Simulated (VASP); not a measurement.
# BAs (F-43m) in VASP: further runs, part 2 of 2

VASP 6.6.1.

**3. Vibrations by perturbation theory, PBEsol**

This run uses another cell than the first one, of 12.80 Å³/atom.

File INCAR:

```
ALGO = Normal
EDIFF = 1E-8
ENCUT = 520
GGA = PS
IBRION = 8
ISIF = 2
ISMEAR = 0
LASPH = True
LCHARG = False
LEPSILON = True
LREAL = False
LWAVE = False
NELM = 80
NSW = 1
PREC = Accurate
SIGMA = 0.01
```

File KPOINTS:

```
k-points
0
Gamma
  10 10 10
```

File POSCAR:

```
BAs
1.0
    0.0000000000      2.3390108487      2.3390108487
    2.3390108487      0.0000000000      2.3390108487
    2.3390108487      2.3390108487      0.0000000000
B As
1 1
Direct
    0.0000000000      0.0000000000      0.0000000000
    0.7500000000      0.7500000000      0.7500000000
```

Potentials or basis: VASP PAW PBE potentials, release 64 (B, As).

Command:

```bash
> cat potpaw_PBE.64/B/POTCAR potpaw_PBE.64/As/POTCAR > POTCAR
> mpirun -np 1 vasp_std > vasp.out
```

OUTCAR:

```text
EDIFF = 1E-8
   ENCUT = 520
   GGA = PS
   IBRION = 8
   ISIF = 2
   ISMEAR = 0
   LASPH = True
   LEPSILON = True
   LREAL = False
   NELM = 80
   NSW = 1
   PREC = Accurate

 ion  position               nearest neighbor table
   1  0.000  0.000  0.000-   2 2.03   2 2.03   2 2.03   2 2.03
   2  0.750  0.750  0.750-   1 2.03   1 2.03   1 2.03   1 2.03

  LATTYP: Found a face centered cubic cell.
 ALAT       =     4.6780216974

  Lattice vectors:

 A1 = (   0.0000000000,   2.3390108487,   2.3390108487)
 A2 = (   2.3390108487,   0.0000000000,   2.3390108487)
 A3 = (   2.3390108487,   2.3390108487,   0.0000000000)

Analysis of symmetry for initial positions (statically):
=====================================================================
 Subroutine PRICEL returns:
 Original cell was already a primitive cell.

 Routine SETGRP: Setting up the symmetry group for a
 face centered cubic supercell.

 Subroutine GETGRP returns: Found 24 space group operations
 (whereof 24 operations were pure point group operations)
 out of a pool of 48 trial point group operations.

The static configuration has the point symmetry T_d .

Analysis of symmetry for dynamics (positions and initial velocities):
=====================================================================
 Subroutine PRICEL returns:
 Original cell was already a primitive cell.

 Routine SETGRP: Setting up the symmetry group for a
 face centered cubic supercell.

 Subroutine GETGRP returns: Found 24 space group operations
 (whereof 24 operations were pure point group operations)
 out of a pool of 48 trial point group operations.

The dynamic configuration has the point symmetry T_d .

 Subroutine INISYM returns: Found 24 space group operations
 (whereof 24 operations are pure point group operations),
 and found     1 'primitive' translations

----------------------------------------------------------------------------------------

                                     Primitive cell

  volume of cell :      25.5933

  direct lattice vectors                    reciprocal lattice vectors
     0.000000000  2.339010849  2.339010849    -0.213765575  0.213765575  0.213765575
     2.339010849  0.000000000  2.339010849     0.213765575 -0.213765575  0.213765575
     2.339010849  2.339010849  0.000000000     0.213765575  0.213765575 -0.213765575

  length of vectors
     3.307860865  3.307860865  3.307860865     0.370252838  0.370252838  0.370252838

  position of ions in fractional coordinates (direct lattice)
     0.000000000  0.000000000  0.000000000
     0.750000000  0.750000000  0.750000000

  ion indices of the primitive-cell ions
   primitive index   ion index
                 1           1
                 2           2
[... 450 lines left out ...]
    -0.00028 -0.17308  0.00000
    -0.17308 -0.00028  0.00000
     0.00000  0.00000  0.00002

--------------------------------------- Ionic step        4  -------------------------------------------

------------------------ aborting loop because EDIFF is reached ----------------------------------------

[... ionic steps 5 to 6 ...]

--------------------------------------- Ionic step        7  -------------------------------------------

 Free energy of the ion-electron system (eV)
  ---------------------------------------------------
  ---------------------------------------------------
  free energy    TOTEN  =        -0.03640790 eV

  energy without entropy =       -0.03640790

------------------------ aborting loop because EDIFF is reached ----------------------------------------

 INTERNAL STRAIN TENSOR  FOR ION    2  DIRECTION 1   (eV/Angst):
 -----------------------------------------------------------------------------
    -0.00899  0.00000  0.00000
     0.00000  0.00676  9.97796
     0.00000  9.97796  0.00676

 MACROSCOPIC STATIC DIELECTRIC TENSOR (including local field effects in DFT)
 ------------------------------------------------------
           9.756899    -0.000000    -0.000000
           0.000000     9.756899     0.000000
          -0.000000     0.000000     9.756899
 ------------------------------------------------------

 PIEZOELECTRIC TENSOR (including local field effects)  for field in x, y, z        (e  Angst)
          XX          YY          ZZ          XY          YZ          ZX
  --------------------------------------------------------------------------------
  x     0.00000     0.00000    -0.00000     0.00000    -0.27123     0.00000
  y    -0.00000     0.00000    -0.00000     0.00000     0.00000    -0.27123
  z    -0.00000    -0.00000     0.00000    -0.27123     0.00000     0.00000

 PIEZOELECTRIC TENSOR (including local field effects)  for field in x, y, z        (C/m^2)
          XX          YY          ZZ          XY          YZ          ZX
  --------------------------------------------------------------------------------
  x     0.00000     0.00000    -0.00000     0.00000    -0.16979     0.00000
  y    -0.00000     0.00000    -0.00000     0.00000     0.00000    -0.16979
  z    -0.00000    -0.00000     0.00000    -0.16979     0.00000     0.00000

 BORN EFFECTIVE CHARGES (including local field effects) (in |e|, cummulative output)
 ---------------------------------------------------------------------------------
 ion    1
    1    -0.69057    -0.00000    -0.00000
    2    -0.00000    -0.69057     0.00000
    3    -0.00000    -0.00000    -0.69057
 ion    2
    1     0.69057     0.00000     0.00000
    2     0.00000     0.69057     0.00000
    3     0.00000     0.00000     0.69057

 INTERNAL STRAIN TENSOR FOR ION    2 for displacements in x,y,z  (eV/Angst):
          X           Y           Z          XY          YZ          ZX
  --------------------------------------------------------------------------------
  x    -0.00000     0.00000     0.00000     0.00000     9.97796     0.00000
  y     0.00000    -0.00000     0.00000     0.00000     0.00000     9.97796
  z     0.00000     0.00000    -0.00000     9.97796     0.00000     0.00000

 SECOND DERIVATIVES (NOT SYMMETRIZED)
 ------------------------------------
               1X          1Y          1Z          2X          2Y          2Z
  1X   -18.878000    0.000000    0.000000   18.878000    0.000000    0.000000
  1Y     0.000000  -18.878000    0.000000    0.000000   18.878000    0.000000
  1Z     0.000000    0.000000  -18.878000    0.000000    0.000000   18.878000
  2X    18.873807    0.000000    0.000000  -18.873807    0.000000    0.000000
  2Y     0.000000   18.873807    0.000000    0.000000  -18.873807    0.000000
  2Z     0.000000    0.000000   18.873807    0.000000    0.000000  -18.873807

 Eigenvectors and eigenvalues of the dynamical matrix
 ----------------------------------------------------

   1 f  =   22.098309 THz   138.847767 2PiTHz  737.120228 cm-1    91.391219 meV
             X         Y         Z           dx          dy          dz
      0.000000  0.000000  0.000000     0.934839   -0.000000    0.000000
      3.508516  3.508516  3.508516    -0.355072    0.000000    0.000000
[... 21 lines left out ...]
   6 f/i=    0.000815 THz     0.005119 2PiTHz    0.027175 cm-1     0.003369 meV
             X         Y         Z           dx          dy          dz
      0.000000  0.000000  0.000000     0.268339   -0.232213   -0.012164
      3.508516  3.508516  3.508516     0.706485   -0.611373   -0.032025

--------------------------------------------------------------------------------------------------------

 MACROSCOPIC STATIC DIELECTRIC TENSOR IONIC CONTRIBUTION
 ------------------------------------------------------
           0.178627     0.000000     0.000000
           0.000000     0.178627     0.000000
           0.000000     0.000000     0.178627
 ------------------------------------------------------

 ELASTIC MODULI CONTR FROM IONIC RELAXATION (kBar)
 Direction    XX          YY          ZZ          XY          YZ          ZX
 --------------------------------------------------------------------------------
 XX          -0.0000      0.0000      0.0000      0.0000      0.0000      0.0000
 YY           0.0000     -0.0000      0.0000      0.0000      0.0000      0.0000
 ZZ           0.0000      0.0000     -0.0000      0.0000      0.0000      0.0000
 XY           0.0000      0.0000      0.0000   -342.9732      0.0000      0.0000
 YZ           0.0000      0.0000      0.0000      0.0000   -342.9732      0.0000
 ZX           0.0000      0.0000      0.0000      0.0000      0.0000   -342.9732
 --------------------------------------------------------------------------------

 PIEZOELECTRIC TENSOR IONIC CONTR  for field in x, y, z        (C/m^2)
          XX          YY          ZZ          XY          YZ          ZX
  --------------------------------------------------------------------------------
  x    -0.00000    -0.00000    -0.00000     0.00000     0.23290     0.00000
  y    -0.00000    -0.00000     0.00000     0.00000     0.00000     0.23290
  z    -0.00000    -0.00000    -0.00000     0.23290     0.00000     0.00000
```

OSZICAR:

```text
N       E                     dE             d eps       ncg     rms          rms(c)
DAV:   1     0.119072651292E+02    0.11907E+02   -0.40583E+03   752   0.897E+02
DAV:   2    -0.125801820879E+02   -0.24487E+02   -0.23529E+02  1160   0.110E+02
DAV:   3    -0.128871729083E+02   -0.30699E+00   -0.30699E+00   856   0.161E+01
DAV:   4    -0.128875420038E+02   -0.36910E-03   -0.36910E-03  1136   0.599E-01
[... 140 lines left out ...]
RMM:   6    -0.364078845702E-01    0.32626E-05    0.37304E-06  4519   0.904E-04    0.162E-04
RMM:   7    -0.364079259891E-01   -0.41419E-07    0.84279E-07  4775   0.896E-05    0.669E-05
RMM:   8    -0.364078423690E-01    0.83620E-07    0.21055E-07  4716   0.454E-05    0.694E-06
RMM:   9    -0.364078937590E-01   -0.51390E-07    0.23402E-08  4622   0.782E-06    0.120E-06
RMM:  10    -0.364079025459E-01   -0.87869E-08    0.13321E-08  3920   0.193E-06    0.395E-07
 Linear response finished
```

stdout:

```text
POSCAR found type information on POSCAR B As
 POSCAR found :  2 types and       2 ions
 scaLAPACK will be used
 -----------------------------------------------------------------------------
|                                                                             |
|                                                                             |
|     You enforced a specific xc type in the INCAR file but a different       |
[... 39 lines left out ...]
 force on displaced ion       1 direction 1 : -18.878  -0.000  -0.000
 Born effective charge ion    1 direction 1 :  -0.705   0.000   0.000
 Linear response progress:
 first order change of Fermi-energy   0.65563E-04
 force on displaced ion       2 direction 1 : -18.874  -0.000  -0.000
 Born effective charge ion    2 direction 1 :   0.681   0.000   0.000
 Born effective charges drift removed
 Linear response finished
```

Wall time 2.1 min (1 thread of Intel Xeon 6975P-C (Granite Rapids), shared host); peak memory 0.25 GiB.

What came out:

```yaml
Electronic_dielectric_tensor_diagonal: 9.76
Born_charges_mean_of_the_diagonal: B -0.69; As +0.69 e
Highest_phonon_frequency_at_Γ_LO-TO_splitting_left_out: 737 cm⁻¹
```

Phonon frequencies in cm⁻¹ (negative: imaginary):
| q point | frequencies |
| --- | --- |
| (0.000, 0.000, 0.000) | 0 0 0 737 737 737 |

Electronic dielectric tensor:
```
9.76 0.00 0.00
0.00 9.76 0.00
0.00 0.00 9.76
```

Born effective charge tensors (e):
atom 1, B
```
-0.69  0.00  0.00
 0.00 -0.69  0.00
 0.00  0.00 -0.69
```
atom 2, As
```
0.69 0.00 0.00
0.00 0.69 0.00
0.00 0.00 0.69
```

Caveat: the cell stands under pressure or tension, which shifts response properties; the PAW data sets were made with another functional, which shifts forces and pressure a little.

**4. Vibrations by perturbation theory, PBEsol**

This run uses another cell than the first one, of 12.33 Å³/atom.

INCAR: that of step 3 with these lines changed.

```diff
@@ -8,3 +8,3 @@
 LASPH = True
-LCHARG = False
+LCHARG = True
 LEPSILON = True
@@ -12,3 +12,4 @@
 LWAVE = False
-NELM = 80
+NBANDS = 11
+NELM = 60
 NSW = 1
```

KPOINTS is that of step 3.

File POSCAR:

```
BAs
1.0
    0.0000000000      2.3102718943      2.3102718943
    2.3102718943      0.0000000000      2.3102718943
    2.3102718943      2.3102718943      0.0000000000
B As
1 1
Direct
    0.0000000000      0.0000000000      0.0000000000
    0.7500000000      0.7500000000      0.7500000000
```

Potentials or basis: VASP PAW PBE potentials, release 64 (B, As).

Command:

```bash
> cat potpaw_PBE.64/B/POTCAR potpaw_PBE.64/As/POTCAR > POTCAR
> mpirun -np 1 vasp_std > vasp.out
```

OUTCAR:

```text
EDIFF = 1E-8
   ENCUT = 520
   GGA = PS
   IBRION = 8
   ISIF = 2
   ISMEAR = 0
   LASPH = True
   LEPSILON = True
   LREAL = False
   NELM = 60
   NSW = 1
   PREC = Accurate

 ion  position               nearest neighbor table
   1  0.000  0.000  0.000-   2 2.00   2 2.00   2 2.00   2 2.00
   2  0.750  0.750  0.750-   1 2.00   1 2.00   1 2.00   1 2.00

  LATTYP: Found a face centered cubic cell.
 ALAT       =     4.6205437886

  Lattice vectors:

 A1 = (   0.0000000000,   2.3102718943,   2.3102718943)
 A2 = (   2.3102718943,   0.0000000000,   2.3102718943)
 A3 = (   2.3102718943,   2.3102718943,   0.0000000000)

Analysis of symmetry for initial positions (statically):
=====================================================================
 Subroutine PRICEL returns:
 Original cell was already a primitive cell.

 Routine SETGRP: Setting up the symmetry group for a
 face centered cubic supercell.

 Subroutine GETGRP returns: Found 24 space group operations
 (whereof 24 operations were pure point group operations)
 out of a pool of 48 trial point group operations.

The static configuration has the point symmetry T_d .

Analysis of symmetry for dynamics (positions and initial velocities):
=====================================================================
 Subroutine PRICEL returns:
 Original cell was already a primitive cell.

 Routine SETGRP: Setting up the symmetry group for a
 face centered cubic supercell.

 Subroutine GETGRP returns: Found 24 space group operations
[... 594 lines left out ...]
          XX          YY          ZZ          XY          YZ          ZX
  --------------------------------------------------------------------------------
  x    -0.00000    -0.00000    -0.00000     0.00000    -0.22175     0.00000
  y    -0.00000     0.00000    -0.00000     0.00000     0.00000    -0.22175
  z    -0.00000     0.00000     0.00000    -0.22175     0.00000     0.00000

 BORN EFFECTIVE CHARGES (including local field effects) (in |e|, cummulative output)
 ---------------------------------------------------------------------------------
 ion    1
    1    -0.80050     0.00000     0.00000
    2    -0.00000    -0.80050     0.00000
    3    -0.00000    -0.00000    -0.80050
 ion    2
    1     0.80050    -0.00000    -0.00000
    2     0.00000     0.80050    -0.00000
    3     0.00000     0.00000     0.80050

 INTERNAL STRAIN TENSOR FOR ION    2 for displacements in x,y,z  (eV/Angst):
          X           Y           Z          XY          YZ          ZX
  --------------------------------------------------------------------------------
  x    -0.00000     0.00000     0.00000     0.00000    11.82386     0.00000
  y     0.00000     0.00000     0.00000     0.00000     0.00000    11.82386
  z     0.00000     0.00000    -0.00000    11.82386     0.00000     0.00000

 SECOND DERIVATIVES (NOT SYMMETRIZED)
 ------------------------------------
               1X          1Y          1Z          2X          2Y          2Z
  1X   -20.330655    0.000000    0.000000   20.330655    0.000000    0.000000
  1Y     0.000000  -20.330655    0.000000    0.000000   20.330655    0.000000
  1Z     0.000000    0.000000  -20.330655    0.000000    0.000000   20.330655
  2X    20.322228    0.000000    0.000000  -20.322228    0.000000    0.000000
  2Y     0.000000   20.322228    0.000000    0.000000  -20.322228    0.000000
  2Z     0.000000    0.000000   20.322228    0.000000    0.000000  -20.322228

 Eigenvectors and eigenvalues of the dynamical matrix
 ----------------------------------------------------

   1 f  =   22.932503 THz   144.089167 2PiTHz  764.945965 cm-1    94.841169 meV
             X         Y         Z           dx          dy          dz
      0.000000  0.000000  0.000000     0.934850    0.000000    0.000000
      3.465408  3.465408  3.465408    -0.355042    0.000000    0.000000
[... 21 lines left out ...]
   6 f/i=    0.001578 THz     0.009914 2PiTHz    0.052633 cm-1     0.006526 meV
             X         Y         Z           dx          dy          dz
      0.000000  0.000000  0.000000     0.307909    0.176552   -0.008752
      3.465408  3.465408  3.465408     0.810745    0.464872   -0.023046

--------------------------------------------------------------------------------------------------------

 MACROSCOPIC STATIC DIELECTRIC TENSOR IONIC CONTRIBUTION
 ------------------------------------------------------
           0.231314     0.000000     0.000000
           0.000000     0.231314    -0.000000
           0.000000    -0.000000     0.231314
 ------------------------------------------------------

 ELASTIC MODULI CONTR FROM IONIC RELAXATION (kBar)
 Direction    XX          YY          ZZ          XY          YZ          ZX
 --------------------------------------------------------------------------------
 XX          -0.0000     -0.0000     -0.0000      0.0000      0.0000     -0.0000
 YY          -0.0000     -0.0000     -0.0000      0.0000      0.0000     -0.0000
 ZZ          -0.0000     -0.0000     -0.0000      0.0000      0.0000     -0.0000
 XY           0.0000      0.0000      0.0000   -462.0975     -0.0000      0.0000
 YZ           0.0000      0.0000      0.0000     -0.0000   -462.0975     -0.0000
 ZX          -0.0000     -0.0000     -0.0000      0.0000     -0.0000   -462.0975
 --------------------------------------------------------------------------------

 PIEZOELECTRIC TENSOR IONIC CONTR  for field in x, y, z        (C/m^2)
          XX          YY          ZZ          XY          YZ          ZX
  --------------------------------------------------------------------------------
  x    -0.00000    -0.00000    -0.00000     0.00000     0.30764     0.00000
  y     0.00000     0.00000     0.00000    -0.00000     0.00000     0.30764
  z    -0.00000    -0.00000    -0.00000     0.30764     0.00000    -0.00000
```

OSZICAR:

```text
N       E                     dE             d eps       ncg     rms          rms(c)
DAV:   1     0.120914036773E+02    0.12091E+02   -0.38712E+03  1034   0.652E+02
DAV:   2    -0.122076067578E+02   -0.24299E+02   -0.23492E+02  1387   0.110E+02
[... 141 lines left out ...]
RMM:   4    -0.362120763979E-01   -0.90310E-04   -0.24509E-04  6287   0.295E-02    0.324E-03
RMM:   5    -0.361837603000E-01    0.28316E-04   -0.30800E-05  6679   0.221E-03    0.819E-04
RMM:   6    -0.361768275562E-01    0.69327E-05   -0.32475E-06  6610   0.524E-04    0.154E-04
RMM:   7    -0.361764087791E-01    0.41878E-06   -0.83358E-08  6817   0.678E-05    0.593E-05
RMM:   8    -0.361764348022E-01   -0.26023E-07    0.62194E-08  6882   0.204E-05    0.432E-06
RMM:   9    -0.361764370423E-01   -0.22400E-08   -0.49711E-08  6834   0.525E-06    0.103E-06
 Linear response finished
```

stdout:

```text
POSCAR found type information on POSCAR B As
 POSCAR found :  2 types and       2 ions
 scaLAPACK will be used
 -----------------------------------------------------------------------------
|                                                                             |
|                                                                             |
|     You enforced a specific xc type in the INCAR file but a different       |
[... 39 lines left out ...]
 force on displaced ion       1 direction 1 : -20.331  -0.000  -0.000
 Born effective charge ion    1 direction 1 :  -0.814   0.000   0.000
 Linear response progress:
 first order change of Fermi-energy   0.12653E-02
 force on displaced ion       2 direction 1 : -20.322  -0.000  -0.000
 Born effective charge ion    2 direction 1 :   0.791   0.000   0.000
 Born effective charges drift removed
 Linear response finished
```

Run time: 6.7 min. Hardware: 1 thread of AMD EPYC 7R13, shared host; peak memory 0.22 GiB.

What came out:

* Electronic dielectric tensor (diagonal): 9.64
* Born charges (mean of the diagonal): B -0.80; As +0.80 e
* Highest phonon frequency at Γ, LO-TO splitting left out: 765 cm⁻¹

Phonon frequencies in cm⁻¹ (negative: imaginary):
| q point | frequencies |
| --- | --- |
| (0.000, 0.000, 0.000) | 0 0 0 765 765 765 |

Electronic dielectric tensor:
```
9.64 0.00 0.00
0.00 9.64 0.00
0.00 0.00 9.64
```

Born effective charge tensors (e):
atom 1, B
```
-0.80  0.00  0.00
 0.00 -0.80  0.00
 0.00  0.00 -0.80
```
atom 2, As
```
0.80 0.00 0.00
0.00 0.80 0.00
0.00 0.00 0.80
```

Caveat: the cell stands under pressure or tension, which shifts response properties; the PAW data sets were made with another functional, which shifts forces and pressure a little.
